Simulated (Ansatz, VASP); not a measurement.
## Two plane-wave programs on BaZrO3

File INCAR:

```
SYSTEM = BaZrO3
  PREC = Accurate
  ENCUT = 520
  EDIFF = 1E-6
  ISMEAR = 0
  SIGMA = 0.05
  LREAL = .FALSE.
  LASPH = .TRUE.
  NELM = 80
  ALGO = Normal
  ISIF = 2
  LWAVE = .FALSE.
  LCHARG = .TRUE.
  GGA = PE
  LELF = .TRUE.
  LVHAR = .TRUE.
  NBANDS = 28
```

Contents of KPOINTS:

```
Automatic mesh
0
G
  6 6 6
  0 0 0
```

POSCAR

```
BaZrO3
1.0
    4.3905750000      0.0000000000      0.0000000000
    0.0000000000      4.3905750000      0.0000000000
    0.0000000000      0.0000000000      4.1815000000
Ba Zr O
1 1 3
Direct
    0.5000000000      0.5000000000      0.5000000000
    0.0000000000      0.0000000000      0.0000000000
    0.5000000000      0.0000000000      0.0000000000
    0.0000000000      0.5000000000      0.0000000000
    0.0000000000      0.0000000000      0.5000000000
```

Input for Ansatz:

```yaml
crystal:
  lattice:
    - [4.390575, 0.0, 0.0]
    - [0.0, 4.390575, 0.0]
    - [0.0, 0.0, 4.1815]
  atoms:
    - { symbol: Ba, position: [0.5, 0.5, 0.5] }
    - { symbol: Zr, position: [0.0, 0.0, 0.0] }
    - { symbol: O, position: [0.5, 0.0, 0.0] }
    - { symbol: O, position: [0.0, 0.5, 0.0] }
    - { symbol: O, position: [0.0, 0.0, 0.5] }
basis:
  ecutwfc: 420
kpoints:
  mp_grid: { grid: [6, 6, 6] }
hamiltonian:
  xc: pbe
scf:
  occupations: { method: gaussian, width: 0.05 }
output:
  forces: true
  stress: true
  eigenvalues: true
```

Change from the starting cell: strain +0.0500 x Voigt [1, 1, 0, 0, 0, 0], atoms carried along.

Alike in both runs: task single point; functional PBE; k mesh 6 × 6 × 6; occupations gaussian, width 0.05 eV; no spin polarisation.

```csv
,VASP,Ansatz
version,VASP 6.6.1,Ansatz 0.2.0
potentials or method,"VASP PAW PBE potentials, release 64 (Ba_sv, Zr_sv, O), cutoff 520 eV","scalar-relativistic, plane waves, PAW"
valence electrons in the cell,40,40
```

Ansatz gave:

| Quantity | Value |
| --- | --- |
| gap on the k mesh at the Fermi level (eV) | 2.88 |
| least direct gap on the mesh (eV) | 3.14 |
| pressure (GPa) | -7.9 |
| traceless stress, the component that is largest in VASP (GPa) | 5.62 |

Task: Estimate VASP's values.

Result: gap on the k mesh at the Fermi level (eV): 2.84; least direct gap on the mesh (eV): 3.11; pressure (GPa): -7.2; traceless stress, the component that is largest in VASP (GPa): 5.73.

Neither program's run includes spin-orbit coupling.
